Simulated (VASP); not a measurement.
# AlB2N3 (P-3m1) in VASP: further runs

Runs on AlB2N3. Level: PBE. Tasks: single point.

The COD entry that gives the cell may itself be a prediction, so a difference from it is no test against experiment.

All numbers are computed with VASP 6.6.1; they aren't measurements. Logs are shortened: lines on timing, memory, paths and dates and some standing lists are left out, and cuts for length are marked.

**1. The cell of the first run**

The structure is trigonal, space group P-3m1 (No. 164). Conventional cell: a = 2.623 Å, b = 2.623 Å, c = 6.440 Å, α = 90.00°, β = 90.00°, γ = 120.00°. Within 2.6 Å of Al (site symmetry -3m) lie 6 N at 1.95 Å. B (site symmetry 3m) has 6 N at 1.79 to 1.83 Å within 2.4 Å. Within 2.4 Å of N (site symmetry 3m) lie 3 B at 1.79 Å and 3 Al at 1.95 Å. Within 2.4 Å of N (site symmetry -3m) lie 6 B at 1.83 Å.

**2. Single point, PBE**

Contents of INCAR:

```
SYSTEM = AlB2N3
PREC     = Accurate       ! precision mode
ENCUT    = 520            ! plane-wave cutoff, eV
EDIFF    = 1E-6           ! SCF threshold, eV
ISMEAR   = 0              ! smearing method
SIGMA    = 0.1            ! smearing width, eV
LREAL    = .FALSE.        ! projectors in reciprocal space
LASPH    = .TRUE.         ! aspherical terms in the spheres
NELM     = 100            ! most SCF steps
ALGO     = Normal         ! electronic algorithm
ISIF     = 2              ! what is computed and relaxed
LWAVE    = .FALSE.        ! write WAVECAR
LCHARG   = .TRUE.         ! write CHGCAR
GGA      = PE             ! functional
LELF     = .TRUE.         ! ELF
LVHAR    = .TRUE.       
NBANDS   = 21             ! bands
```

Contents of KPOINTS:

```
regular mesh
0
G
  6 6 2
  0 0 0
```

Contents of POSCAR:

```
AlB2N3
1.0
    2.6234101758      0.0000000025      0.0000000000
   -1.3117050900      2.2719398555      0.0000000000
    0.0000000000      0.0000000000      6.4404144009
Al B N
1 2 3
Direct
    0.0000000000      0.0000000000      0.0000000000
    0.3333333333      0.6666666667      0.6597883566
    0.6666666667      0.3333333333      0.3402116434
    0.6666666667      0.3333333333      0.8087914423
    0.3333333333      0.6666666667      0.1912085577
    0.0000000000      0.0000000000      0.5000000000
```

Potentials or basis: VASP PAW PBE potentials, release 64 (Al, B, N).

Run with:

```sh
$ cat potpaw_PBE.64/Al/POTCAR potpaw_PBE.64/B/POTCAR potpaw_PBE.64/N/POTCAR > POTCAR
$ mpirun -np 1 vasp_std > vasp.out
```

OUTCAR:

```text
SYSTEM = AlB2N3
   PREC = Accurate
   ENCUT = 520
   EDIFF = 1E-6
   ISMEAR = 0
   LREAL = .FALSE.
   LASPH = .TRUE.
   NELM = 100
   ISIF = 2
   GGA = PE

 ion  position               nearest neighbor table
   1  0.000  0.000  0.000-   4 1.95   5 1.95   5 1.95   4 1.95   4 1.95   5 1.95   2 2.66   3 2.66
                             2 2.66   3 2.66   2 2.66   3 2.66
   2  0.333  0.667  0.660-   4 1.79   4 1.79   4 1.79   6 1.83   6 1.83   6 1.83   1 2.66   1 2.66
                             1 2.66
   3  0.667  0.333  0.340-   5 1.79   5 1.79   5 1.79   6 1.83   6 1.83   6 1.83   1 2.66   1 2.66
                             1 2.66
   4  0.667  0.333  0.809-   2 1.79   2 1.79   2 1.79   1 1.95   1 1.95   1 1.95
   5  0.333  0.667  0.191-   3 1.79   3 1.79   3 1.79   1 1.95   1 1.95   1 1.95
   6  0.000  0.000  0.500-   2 1.83   3 1.83   2 1.83   3 1.83   3 1.83   2 1.83

  LATTYP: Found a hexagonal cell.
 ALAT       =     2.6234101758
 C/A-ratio  =     2.4549780512

  Lattice vectors:

 A1 = (   2.6234101758,   0.0000000025,   0.0000000000)
 A2 = (  -1.3117050900,   2.2719398555,   0.0000000000)
 A3 = (   0.0000000000,   0.0000000000,   6.4404144009)

Analysis of symmetry for initial positions (statically):
=====================================================================
 Subroutine PRICEL returns:
 Original cell was already a primitive cell.

 Routine SETGRP: Setting up the symmetry group for a
 hexagonal supercell.

 Subroutine GETGRP returns: Found 12 space group operations
 (whereof 12 operations were pure point group operations)
 out of a pool of 24 trial point group operations.

The static configuration has the point symmetry D_3d.

Analysis of symmetry for dynamics (positions and initial velocities):
=====================================================================
 Subroutine PRICEL returns:
 Original cell was already a primitive cell.

 Routine SETGRP: Setting up the symmetry group for a
 hexagonal supercell.

 Subroutine GETGRP returns: Found 12 space group operations
 (whereof 12 operations were pure point group operations)
 out of a pool of 24 trial point group operations.

The dynamic configuration has the point symmetry D_3d.

 Subroutine INISYM returns: Found 12 space group operations
 (whereof 12 operations are pure point group operations),
 and found     1 'primitive' translations

----------------------------------------------------------------------------------------

                                     Primitive cell

  volume of cell :      38.3864

  direct lattice vectors                    reciprocal lattice vectors
     2.623410176  0.000000003  0.000000000     0.381183243  0.220076249  0.000000000
    -1.311705090  2.271939855  0.000000000    -0.000000000  0.440152497  0.000000000
     0.000000000  0.000000000  6.440414401     0.000000000  0.000000000  0.155269512

  length of vectors
     2.623410176  2.623410176  6.440414401     0.440152497  0.440152497  0.155269512

  position of ions in fractional coordinates (direct lattice)
     0.000000000  0.000000000  0.000000000
     0.333333333  0.666666667  0.659788357
     0.666666667  0.333333333  0.340211643
     0.666666667  0.333333333  0.808791442
     0.333333333  0.666666667  0.191208558
     0.000000000  0.000000000  0.500000000

  ion indices of the primitive-cell ions
   primitive index   ion index
                 1           1
                 2           2
                 3           3
                 4           4
                 5           5
                 6           6

----------------------------------------------------------------------------------------

 KPOINTS: regular mesh

Automatic generation of k-mesh.
 Grid dimensions read from file:
 generate k-points for:    6    6    2

 Generating k-lattice:

  Cartesian coordinates                     Fractional coordinates (reciprocal lattice)
     0.063530541  0.036679375  0.000000000     0.166666667  0.000000000  0.000000000
    -0.000000000  0.073358749  0.000000000     0.000000000  0.166666667  0.000000000
     0.000000000  0.000000000  0.077634756     0.000000000  0.000000000  0.500000000

  Length of vectors
     0.073358749  0.073358749  0.077634756

  Shift w.r.t. Gamma in fractional coordinates (k-lattice)
     0.000000000  0.000000000  0.000000000

 Subroutine IBZKPT returns following result:
 ===========================================

 Found     14 irreducible k-points:

 Following reciprocal coordinates:
            Coordinates               Weight
  0.000000  0.000000  0.000000      1.000000
  0.166667 -0.000000  0.000000      6.000000
  0.333333  0.000000  0.000000      6.000000
  0.500000  0.000000  0.000000      3.000000
  0.166667  0.166667  0.000000      6.000000
  0.333333  0.166667  0.000000     12.000000
  0.333333  0.333333  0.000000      2.000000
  0.000000  0.000000  0.500000      1.000000
  0.166667 -0.000000  0.500000      6.000000
  0.333333  0.000000  0.500000      6.000000
  0.500000  0.000000  0.500000      3.000000
  0.166667  0.166667  0.500000      6.000000
  0.333333  0.166667  0.500000     12.000000
  0.333333  0.333333  0.500000      2.000000
   k-points           NKPTS =     14   k-points in BZ     NKDIM =     14   number of bands    NBANDS=     21
   number of dos      NEDOS =    301   number of ions     NIONS =      6
   total plane-waves  NPLWV =  19200
   dimension x,y,z NGX =    20 NGY =   20 NGZ =   48
   dimension x,y,z NGXF=    40 NGYF=   40 NGZF=   96
   ions per type =               1   2   3
   NGX,Y,Z   is equivalent  to a cutoff of  12.67, 12.67, 12.39 a.u.
   NGXF,Y,Z  is equivalent  to a cutoff of  25.35, 25.35, 24.78 a.u.
 SYSTEM =  AlB2N3
   PREC   = accura    normal or accurate (medium, high low for compatibility)
   ISTART =      0    job   : 0-new  1-cont  2-samecut
   ICHARG =      2    charge: 1-file 2-atom 10-const
   ISPIN  =      1    spin polarized calculation?
   LNONCOLLINEAR =      F non collinear calculations
   LSORBIT =      F    spin-orbit coupling
   LASPH  =      T    aspherical Exc in radial PAW
   ENCUT  =  520.0 eV  38.22 Ry    6.18 a.u.   4.88  4.88 11.97*2*pi/ulx,y,z
   NELM   =    100;   NELMIN=  2; NELMDL= -5     # of ELM steps
   EDIFF  = 0.1E-05   stopping-criterion for ELM
   LREAL  =      F    real-space projection
   EDIFFG = 0.1E-04   stopping-criterion for IOM
   NSW    =      0    number of steps for IOM
   IBRION =     -1    ionic relax: 0-MD 1-quasi-New 2-CG
   NFREE  =      0    steps in history (QN), initial steepest desc. (CG)
   ISIF   =      2    stress and relaxation
   ISYM   =      2    0-nonsym 1-usesym 2-fastsym
   POTIM  = 0.5000    time-step for ionic-motion
   TEBEG  =    0.0;   TEEND  =   0.0 temperature during run
   PSTRESS=    0.0 pullay stress
   NELECT =      24.0000    total number of electrons
   NUPDOWN=      -1.0000    fix difference up-down
   EMIN   =  10.00;   EMAX   =-10.00  energy-range for DOS
   EFERMI =   0.00;   METHOD = LEGACY
   ISMEAR =     0;   SIGMA  =   0.10  broadening in eV -4-tet -1-fermi 0-gaus
   EFERMI_NEDOS =   21; number of points for ismear=-14 and -15
   IALGO  =     38    algorithm
   IMIX   =      4    mixing-type and parameters
     AMIX     =   0.40;   BMIX     =  1.00
     AMIX_MAG =   1.60;   BMIX_MAG =  1.00
  volume/ion in A,a.u.               =       6.40        43.17
  Fermi-wavevector in a.u.,A,eV,Ry     =   1.399865  2.645362 26.662294  1.959623
  Thomas-Fermi vector in A             =   2.522883
   LORBIT       =      0    0 simple, 1 ext, 2 COOP (PROOUT), +10 PAW based schemes
   GGA     = PE    functional components
   LHFCALC =     F    Hartree Fock is set to
   AEXX    =    0.0000 exact exchange contribution
   IVDW    =     0    specifies the selected vdW correction
   LEPSILON=     F    determine dielectric tensor
   LRPA    =     F    only Hartree local field effects (RPA)
 non-spin polarized calculation
 Gauss-broadening in eV      SIGMA  =   0.10
  energy-cutoff  :      520.00
  volume of cell :       38.39
 maximum number of plane-waves:      1059
 NGX is ok and might be reduce to    20
   NGX =  9   NGY =  9   NGZ = 23

 number of electron      24.0000001 magnetization

 Free energy of the ion-electron system (eV)
  ---------------------------------------------------
  ext. energy  EPLUGINS =         0.00000000
  ---------------------------------------------------
  free energy    TOTEN  =       -41.35391041 eV

  energy without entropy =      -41.35391041  energy(sigma->0) =      -41.35391041

 E-fermi :  10.5623     XC(G=0): -13.0894

 val. band max:       10.1124137538   @ k =   0.1667  -0.0000   0.5000
 cond. band min:      11.8073381675   @ k =   0.5000   0.0000   0.0000
 fundamental gap:      1.6949244137
 Fermi energy:        10.5622998664

 k-point     1 :       0.0000    0.0000    0.0000
  band No.  band energies     occupation
      1     -10.2486      2.00000
      2      -8.1136      2.00000
      3      -7.0351      2.00000
      4       2.1516      2.00000
      5       2.2104      2.00000
      6       8.7604      2.00000
[... 13 lines left out ...]
     20      20.8143      0.00000
     21      21.5263      0.00000

 k-point     2 :       0.1667   -0.0000    0.0000
  band No.  band energies     occupation
      1      -9.6370      2.00000
      2      -7.5638      2.00000
      3      -6.4520      2.00000
      4       2.4788      2.00000
      5       2.6721      2.00000
      6       5.8037      2.00000
[... 13 lines left out ...]
     20      20.7352      0.00000
     21      21.5346      0.00000

 k-point     3 :       0.3333    0.0000    0.0000
  band No.  band energies     occupation
      1      -7.8943      2.00000
      2      -6.1054      2.00000
      3      -4.9317      2.00000
      4       1.2113      2.00000
      5       2.0064      2.00000
      6       3.2649      2.00000
[... 13 lines left out ...]
     20      20.8013      0.00000
     21      22.3586      0.00000
[... 217 lines left out ...]
 k-point    13 :       0.3333    0.1667    0.5000
  band No.  band energies     occupation
      1      -6.0082      2.00000
      2      -5.7513      2.00000
      3      -3.7699      2.00000
      4       0.3016      2.00000
      5       1.4342      2.00000
      6       2.2025      2.00000
[... 13 lines left out ...]
     20      20.9585      0.00000
     21      22.6478      0.00000

 k-point    14 :       0.3333    0.3333    0.5000
  band No.  band energies     occupation
      1      -4.7354      2.00000
      2      -4.7354      2.00000
      3      -4.0449      2.00000
      4       0.6175      2.00000
      5       0.6175      2.00000
      6       1.3447      2.00000
[... 13 lines left out ...]
     20      20.7548      0.00000
     21      23.2510      0.00000

------------------------ aborting loop because EDIFF is reached ----------------------------------------

  FORCE on cell =-STRESS in cart. coord.  units (eV):
  Direction    XX          YY          ZZ          XY          YZ          ZX
  --------------------------------------------------------------------------------------
  -------------------------------------------------------------------------------------
  Total       -0.0482466     -0.0482466     -0.0484750     -0.0000000      0.0000000     -0.0000000
  in kB       -2.0137262     -2.0137262     -2.0232580     -0.0000000      0.0000000     -0.0000000
  external PRESSURE =      -2.0169035 kB  Pullay stress =       0.0000000 kB

 VOLUME and BASIS-vectors are now :
 -----------------------------------------------------------------------------
  energy-cutoff  :      520.00
  volume of cell :       38.39
      direct lattice vectors                 reciprocal lattice vectors
     2.623410176  0.000000003  0.000000000     0.381183243  0.220076249  0.000000000
    -1.311705090  2.271939855  0.000000000    -0.000000000  0.440152497  0.000000000
     0.000000000  0.000000000  6.440414401     0.000000000  0.000000000  0.155269512

 POSITION                                       TOTAL-FORCE (eV/Angst)
 -----------------------------------------------------------------------------------
      0.00000      0.00000      0.00000         0.000000      0.000000     -0.000000
     -0.00000      1.51463      4.24931         0.000000     -0.000000      0.000189
      1.31171      0.75731      2.19110         0.000000      0.000000     -0.000189
      1.31171      0.75731      5.20895         0.000000     -0.000000      0.003891
     -0.00000      1.51463      1.23146        -0.000000     -0.000000     -0.003891
      0.00000      0.00000      3.22021         0.000000      0.000000     -0.000000
 -----------------------------------------------------------------------------------
    total drift:                                0.000000     -0.000000      0.000000

  FREE ENERGIE OF THE ION-ELECTRON SYSTEM (eV)
  ---------------------------------------------------
  free  energy   TOTEN  =       -41.3539104095 eV

  energy  without entropy=      -41.3539104095  energy(sigma->0) =      -41.35391041
```

Run time: 9.2 s. Hardware: 1 thread of Intel Xeon 6975P-C, shared host; peak memory 0.15 GiB.

What came out:

* Free energy: -41.3539 eV
* Pressure: -0.2 GPa
* Largest force: 0.004 eV/Å
* Band gap on the k mesh: 1.69 eV, indirect (least direct gap 2.80 eV)

Forces in eV/Å, atoms in the order of the input:
```
Al   0.000  0.000  0.000
B    0.000  0.000  0.000
B    0.000  0.000  0.000
N    0.000  0.000  0.004
N    0.000  0.000 -0.004
N    0.000  0.000  0.000
```

Caveat: the k points lie up to 0.49 Å⁻¹ apart. Expect the measured gap to be larger: semilocal functionals such as PBE lack the derivative discontinuity.

**3. Single point, PBE**

This run uses another cell than the first one, of 10.32 Å³/atom, 1.613 times its volume.

Contents of INCAR:

```
SYSTEM = AlB2N3
  PREC = Accurate
  ENCUT = 520
  EDIFF = 1E-6
  ISMEAR = 0
  SIGMA = 0.1
  LREAL = .False.
  LASPH = .True.
  NELM = 100
  ALGO = Normal
  ISIF = 2
  LWAVE = .False.
  LCHARG = .False.
  GGA = PE
  NBANDS = 21
```

Contents of KPOINTS:

```
regular mesh
0
Gamma
  6 6 2
  0 0 0
```

Contents of POSCAR:

```
AlB2N3
1.0
    3.0788343700      0.0000000000      0.0000000000
   -1.5394171900      2.6663487800      0.0000000000
    0.0000000000      0.0000000000      7.5415732200
Al B N
1 2 3
Direct
    0.0000000000      0.0000000000      0.0000000000
    0.3333333300      0.6666666700      0.6666666700
    0.6666666700      0.3333333300      0.3333333300
    0.6666666700      0.3333333300      0.8333333300
    0.3333333300      0.6666666700      0.1666666700
    0.0000000000      0.0000000000      0.5000000000
```

Potentials or basis: VASP PAW PBE potentials, release 64 (Al, B, N).

Run with:

```sh
$ cat potpaw_PBE.64/Al/POTCAR potpaw_PBE.64/B/POTCAR potpaw_PBE.64/N/POTCAR > POTCAR
$ mpirun -np 1 vasp_std > vasp.out
```

Run time: 13 s. Hardware: 1 thread of Intel Xeon 6975P-C, shared host; peak memory 0.18 GiB.

The run converged. Its results:

| Item | Value |
| --- | --- |
| Free energy | -35.0856 eV |
| Pressure | -52.6 GPa |
| Largest force | 0.948 eV/Å |
| Band gap on the k mesh | zero (band 12 reaches 4.38 eV, above the bottom of band 13 at 3.54 eV) |

Forces in eV/Å, atoms in the order of the input:
```
Al   0.000  0.000  0.000
B    0.000  0.000  0.097
B    0.000  0.000 -0.097
N    0.000  0.000 -0.948
N    0.000  0.000  0.948
N    0.000  0.000  0.000
```

Stress tensor (GPa, compression positive):
```
-51.12   0.00   0.00
  0.00 -51.12   0.00
  0.00   0.00 -55.49
```

Levels at points of the mesh, in eV from the Fermi level:
| k point | band 9 | band 10 | band 11 | band 12 | band 13 | band 14 | band 15 | band 16 |
| --- | --- | --- | --- | --- | --- | --- | --- | --- |
| (0.00, 0.00, 0.00) | -0.41 | -0.41 | -0.14 | -0.14 | 0.46 | 3.05 | 3.47 | 4.39 |
| (0.50, 0.00, 0.00) | -2.45 | -1.83 | -1.49 | -1.08 | -0.89 | 2.71 | 3.27 | 4.93 |
| (0.00, 0.00, 0.50) | -0.39 | -0.39 | -0.17 | -0.17 | 2.07 | 2.44 | 3.41 | 4.31 |
| (0.50, 0.00, 0.50) | -2.31 | -2.21 | -0.40 | -0.39 | 0.16 | 1.28 | 3.33 | 4.51 |

Caveat: the k points lie up to 0.42 Å⁻¹ apart.

**4. Single point, PBE**

Contents of INCAR:

```
SYSTEM = AlB2N3
  PREC = Accurate
  ENCUT = 520
  EDIFF = 1E-6
  ISMEAR = 0
  SIGMA = 0.1
  LREAL = .False.
  LASPH = .True.
  NELM = 80
  ALGO = Normal
  ISIF = 2
  LWAVE = .False.
  LCHARG = .True.
  GGA = PE
  LELF = .True.
  LVHAR = .True.
  NBANDS = 21
```

Contents of KPOINTS:

```
regular mesh
0
Gamma
  6 6 4
  0 0 0
```

Contents of POSCAR:

```
AlB2N3
1.0
    2.6234101758      0.0000000000      0.0000000000
   -1.3117050879      2.2719398568      0.0000000000
    0.0000000000      0.0000000000      6.4404144009
Al B N
1 2 3
Direct
    0.0000000000      0.0000000000      0.0000000000
    0.3333333333      0.6666666667      0.6597883566
    0.6666666667      0.3333333333      0.3402116434
    0.6666666667      0.3333333333      0.8087914423
    0.3333333333      0.6666666667      0.1912085577
    0.0000000000      0.0000000000      0.5000000000
```

Run with:

```sh
$ cat potpaw_PBE.64/Al/POTCAR potpaw_PBE.64/B/POTCAR potpaw_PBE.64/N/POTCAR > POTCAR
$ mpirun -np 1 vasp_std > vasp.out
```

It took 13 s on 1 thread of Intel Xeon 6975P-C, shared host; peak memory 0.15 GiB.

It converged, with:

- Free energy: -41.3528 eV
- Pressure: -0.2 GPa
- Largest force: 0.004 eV/Å
- Band gap on the k mesh: 1.69 eV, indirect (least direct gap 2.80 eV)

Forces in eV/Å, atoms in the order of the input:
```
Al   0.000  0.000  0.000
B    0.000  0.000  0.003
B    0.000  0.000 -0.003
N    0.000  0.000  0.004
N    0.000  0.000 -0.004
N    0.000  0.000  0.000
```

Levels at points of the mesh, in eV from the valence-band top:
```tsv
k point	band 9	band 10	band 11	band 12	band 13	band 14	band 15	band 16
(0.00, 0.00, 0.00)	-0.82	-0.37	-0.37	-0.33	6.01	6.01	6.22	6.47
(0.50, 0.00, 0.00)	-4.25	-3.10	-2.43	-1.11	1.69	5.50	5.73	6.24
(0.00, 0.00, 0.50)	-0.89	-0.89	-0.38	-0.38	5.95	5.99	5.99	7.02
(0.50, 0.00, 0.50)	-4.49	-3.57	-0.68	-0.68	2.61	4.09	6.09	6.89
```

Caveat: the k points lie up to 0.46 Å⁻¹ apart. A hybrid or GW would open this gap; PBE tends to underestimate it.

**5. Overview**

| cell | k mesh | gap on the mesh (eV) | pressure (GPa) |
| --- | --- | --- | --- |
| a = 2.623, b = 2.623, c = 6.440 Å, angles 90.0, 90.0, 120.0°, 6 atoms | 6 × 6 × 2 | 1.69 | -0.2 |
| a = 3.079, b = 3.079, c = 7.542 Å, angles 90.0, 90.0, 120.0°, 6 atoms | 6 × 6 × 2 | none | -52.6 |
| a = 2.623, b = 2.623, c = 6.440 Å, angles 90.0, 90.0, 120.0°, 6 atoms | 6 × 6 × 4 | 1.69 | -0.2 |

Alike in all rows: task single point; level PBE; potentials or basis VASP PAW PBE potentials, release 64 (Al, B, N); no spin polarisation; cutoff (eV) 520; smearing gaussian 0.1 eV.

Caveats: all runs use coarse meshes.

Absolute energies hang on the potentials; compare differences alone.
